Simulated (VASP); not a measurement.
# Na (Fm-3m) in VASP: single point with PBE

Aim: the single point of Na with PBE.

All numbers are computed with VASP 6.6.1; they aren't measurements. Logs are shortened: lines on timing, memory, paths and dates and some standing lists are left out, and cuts for length are marked.

**1. The cell of the first run**

It takes space group Fm-3m (No. 225, cubic). The conventional cell has a = 5.198 Å, b = 5.198 Å, c = 5.198 Å, α = 90.00°, β = 90.00°, γ = 90.00°. Na (site symmetry m-3m) has 12 Na at 3.68 Å within 4.8 Å.

This isn't the form of Na at room conditions, which is bcc.

**2. Single point, PBE (35.12 Å³/atom)**

Input file INCAR:

```
SYSTEM = Na
PREC     = Accurate       ! precision mode
ENCUT    = 520            ! plane-wave cutoff, eV
EDIFF    = 1E-7           ! SCF threshold, eV
ISMEAR   = -1             ! smearing method
SIGMA    = 0.1            ! smearing width, eV
LREAL    = .False.        ! projectors in reciprocal space
LASPH    = .True.         ! aspherical terms in the spheres
NELM     = 80             ! most SCF steps
ALGO     = Normal         ! electronic algorithm
ISIF     = 2              ! what is computed and relaxed
LWAVE    = .False.        ! write WAVECAR
LCHARG   = .False.        ! write CHGCAR
GGA      = PE             ! functional
NBANDS   = 10             ! bands
```

Input file KPOINTS:

```
regular mesh
0
Gamma
  14 14 14
  0 0 0
```

Input file POSCAR:

```
Na
1.0
    0.0000000000      2.5992009378      2.5992009378
    2.5992009378      0.0000000000      2.5992009378
    2.5992009378      2.5992009378      0.0000000000
Na
1
Direct
    0.0000000000      0.0000000000      0.0000000000
```

Potentials or basis: VASP PAW PBE potentials, release 64 (Na_pv).

Launch:

```bash
> cat potpaw_PBE.64/Na_pv/POTCAR > POTCAR
> mpirun -np 1 vasp_std > vasp.out
```

OUTCAR:

```text
SYSTEM = Na
   PREC = Accurate
   ENCUT = 520
   EDIFF = 1E-7
   ISMEAR = -1
   LREAL = .False.
   LASPH = .True.
   NELM = 80
   ISIF = 2
   GGA = PE

 ion  position               nearest neighbor table
   1  0.000  0.000  0.000-

  LATTYP: Found a face centered cubic cell.
 ALAT       =     5.1984018756

  Lattice vectors:

 A1 = (   0.0000000000,   2.5992009378,   2.5992009378)
 A2 = (   2.5992009378,   0.0000000000,   2.5992009378)
 A3 = (   2.5992009378,   2.5992009378,   0.0000000000)

Analysis of symmetry for initial positions (statically):
=====================================================================
 Subroutine PRICEL returns:
 Original cell was already a primitive cell.

 Routine SETGRP: Setting up the symmetry group for a
 face centered cubic supercell.

 Subroutine GETGRP returns: Found 48 space group operations
 (whereof 48 operations were pure point group operations)
 out of a pool of 48 trial point group operations.

The static configuration has the point symmetry O_h .

Analysis of symmetry for dynamics (positions and initial velocities):
=====================================================================
 Subroutine PRICEL returns:
 Original cell was already a primitive cell.

 Routine SETGRP: Setting up the symmetry group for a
 face centered cubic supercell.

 Subroutine GETGRP returns: Found 48 space group operations
 (whereof 48 operations were pure point group operations)
 out of a pool of 48 trial point group operations.

The dynamic configuration has the point symmetry O_h .

 Subroutine INISYM returns: Found 48 space group operations
 (whereof 48 operations are pure point group operations),
 and found     1 'primitive' translations

----------------------------------------------------------------------------------------

                                     Primitive cell

  volume of cell :      35.1196

  direct lattice vectors                    reciprocal lattice vectors
     0.000000000  2.599200938  2.599200938    -0.192366813  0.192366813  0.192366813
     2.599200938  0.000000000  2.599200938     0.192366813 -0.192366813  0.192366813
     2.599200938  2.599200938  0.000000000     0.192366813  0.192366813 -0.192366813

  length of vectors
     3.675825218  3.675825218  3.675825218     0.333189093  0.333189093  0.333189093

  position of ions in fractional coordinates (direct lattice)
[... 79 lines left out ...]
   EDIFFG = 0.1E-05   stopping-criterion for IOM
   NSW    =      0    number of steps for IOM
   IBRION =     -1    ionic relax: 0-MD 1-quasi-New 2-CG
   NFREE  =      0    steps in history (QN), initial steepest desc. (CG)
   ISIF   =      2    stress and relaxation
   ISYM   =      2    0-nonsym 1-usesym 2-fastsym
   POTIM  = 0.5000    time-step for ionic-motion
   TEBEG  =    0.0;   TEEND  =   0.0 temperature during run
   PSTRESS=    0.0 pullay stress
   NELECT =       7.0000    total number of electrons
   NUPDOWN=      -1.0000    fix difference up-down
   EMIN   =  10.00;   EMAX   =-10.00  energy-range for DOS
   EFERMI =   0.00;   METHOD = LEGACY
   ISMEAR =    -1;   SIGMA  =   0.10  broadening in eV -4-tet -1-fermi 0-gaus
   EFERMI_NEDOS =   21; number of points for ismear=-14 and -15
   IALGO  =     38    algorithm
   IMIX   =      4    mixing-type and parameters
     AMIX     =   0.40;   BMIX     =  1.00
     AMIX_MAG =   1.60;   BMIX_MAG =  1.00
  volume/ion in A,a.u.               =      35.12       237.00
  Fermi-wavevector in a.u.,A,eV,Ry     =   0.956293  1.807132 12.442478  0.914496
  Thomas-Fermi vector in A             =   2.085208
   LORBIT       =      0    0 simple, 1 ext, 2 COOP (PROOUT), +10 PAW based schemes
   GGA     = PE    functional components
   LHFCALC =     F    Hartree Fock is set to
   AEXX    =    0.0000 exact exchange contribution
   IVDW    =     0    specifies the selected vdW correction
   LEPSILON=     F    determine dielectric tensor
   LRPA    =     F    only Hartree local field effects (RPA)
 non-spin polarized calculation
  energy-cutoff  :      520.00
  volume of cell :       35.12
 maximum number of plane-waves:       960
   NGX = 13   NGY = 13   NGZ = 13

 number of electron       7.0000009 magnetization

 Free energy of the ion-electron system (eV)
  ---------------------------------------------------
  ext. energy  EPLUGINS =         0.00000000
  ---------------------------------------------------
  free energy    TOTEN  =        -1.31748845 eV

  energy without entropy =       -1.30342455  energy(sigma->0) =       -1.31045650

 E-fermi :   0.4915     XC(G=0):  -6.6444

 val. band max:        0.3978585655   @ k =   0.5000   0.3571   0.1429
 cond. band min:       0.5070222493   @ k =   0.5000   0.2857   0.0714
 fundamental gap:      0.1091636838
 Fermi energy:         0.4915279617

 k-point     1 :       0.0000    0.0000    0.0000
  band No.  band energies     occupation
      1     -24.3686      2.00000
      2     -24.3686      2.00000
      3     -24.3686      2.00000
      4      -2.9057      2.00000
      5      11.9145      0.00000
      6      11.9145      0.00000
      7      11.9145      0.00000
      8      13.0546      0.00000
      9      13.6531      0.00000
     10      13.6531      0.00000
[... 287 lines left out ...]
 k-point    24 :       0.2857    0.1429    0.0000
  band No.  band energies     occupation
      1     -24.3897      2.00000
      2     -24.3745      2.00000
      3     -24.3740      2.00000
      4      -1.6262      2.00000
      5       6.6986      0.00000
      6       9.6041      0.00000
      7       9.6993      0.00000
      8      10.9561      0.00000
      9      13.4678      0.00000
     10      15.7293      0.00000

 [... further k-points ...]

------------------------ aborting loop because EDIFF is reached ----------------------------------------

  FORCE on cell =-STRESS in cart. coord.  units (eV):
  Direction    XX          YY          ZZ          XY          YZ          ZX
  --------------------------------------------------------------------------------------
  -------------------------------------------------------------------------------------
  Total        0.1013027      0.1013027      0.1013027     -0.0000000     -0.0000000      0.0000000
  in kB        4.6214898      4.6214898      4.6214898     -0.0000000     -0.0000000      0.0000000
  external PRESSURE =       4.6214898 kB  Pullay stress =       0.0000000 kB

 VOLUME and BASIS-vectors are now :
 -----------------------------------------------------------------------------
  energy-cutoff  :      520.00
  volume of cell :       35.12
      direct lattice vectors                 reciprocal lattice vectors
     0.000000000  2.599200938  2.599200938    -0.192366813  0.192366813  0.192366813
     2.599200938  0.000000000  2.599200938     0.192366813 -0.192366813  0.192366813
     2.599200938  2.599200938  0.000000000     0.192366813  0.192366813 -0.192366813

 POSITION                                       TOTAL-FORCE (eV/Angst)
 -----------------------------------------------------------------------------------
      0.00000      0.00000      0.00000         0.000000     -0.000000     -0.000000
 -----------------------------------------------------------------------------------
    total drift:                               -0.000000     -0.000000     -0.000000

  FREE ENERGIE OF THE ION-ELECTRON SYSTEM (eV)
  ---------------------------------------------------
  free  energy   TOTEN  =        -1.3174884493 eV

  energy  without entropy=       -1.3034245469  energy(sigma->0) =       -1.31045650
```

OSZICAR:

```text
N       E                     dE             d eps       ncg     rms          rms(c)
DAV:   1     0.276481247047E+02    0.27648E+02   -0.38100E+03  2080   0.589E+02
DAV:   2    -0.725653428086E+00   -0.28374E+02   -0.28216E+02  2116   0.148E+02
DAV:   3    -0.131396839713E+01   -0.58831E+00   -0.58784E+00  2570   0.234E+01
DAV:   4    -0.131841005595E+01   -0.44417E-02   -0.44412E-02  2504   0.200E+00
DAV:   5    -0.131846809840E+01   -0.58042E-04   -0.58042E-04  2368   0.219E-01    0.208E-01
DAV:   6    -0.131790826787E+01    0.55983E-03   -0.46982E-04  2518   0.259E-01    0.138E-01
DAV:   7    -0.131749452553E+01    0.41374E-03   -0.95257E-04  2388   0.311E-01    0.160E-02
DAV:   8    -0.131748834575E+01    0.61798E-05   -0.42427E-05  2556   0.108E-01    0.240E-03
DAV:   9    -0.131748852879E+01   -0.18304E-06   -0.22059E-07  2400   0.441E-03    0.103E-03
DAV:  10    -0.131748842741E+01    0.10138E-06   -0.76723E-08  2344   0.361E-03    0.183E-04
DAV:  11    -0.131748844929E+01   -0.21883E-07   -0.13267E-09  1252   0.257E-04
   1 F= -.13174884E+01 E0= -.13104565E+01  d E =-.140639E-01
```

stdout:

```text
POSCAR found type information on POSCAR Na
 POSCAR found :  1 types and       1 ions
 scaLAPACK will be used
 LDA part: xc-table for (Slater+PW92), standard interpolation
 POSCAR, INCAR and KPOINTS ok, starting setup
 FFT: planning ... GRIDC
 FFT: planning ... GRID_SOFT
 FFT: planning ... GRID
 WAVECAR not read
 entering main loop
```

Wall time 10 s (1 thread of Intel Xeon 6975P-C (Granite Rapids), shared host); peak memory 0.16 GiB.

What came out:

```
Free energy            : -1.3175 eV
Pressure               : 0.5 GPa
Band gap on the k mesh : zero (an odd number of electrons rules out a gap without spin polarisation)
```

Levels at points of the mesh, in eV from the Fermi level:
```csv
k point,band 1,band 2,band 3,band 4,band 5,band 6,band 7,band 8
"(0.00, 0.00, 0.00)",-24.86,-24.86,-24.86,-3.40,11.42,11.42,11.42,12.56
"(0.50, 0.00, 0.00)",-24.90,-24.87,-24.87,0.56,1.01,10.42,10.42,11.55
"(0.50, 0.50, 0.00)",-24.90,-24.88,-24.88,1.83,2.38,6.42,7.41,7.41
```

The gap in the log of VASP goes by the Fermi energy; the results here count the filled bands.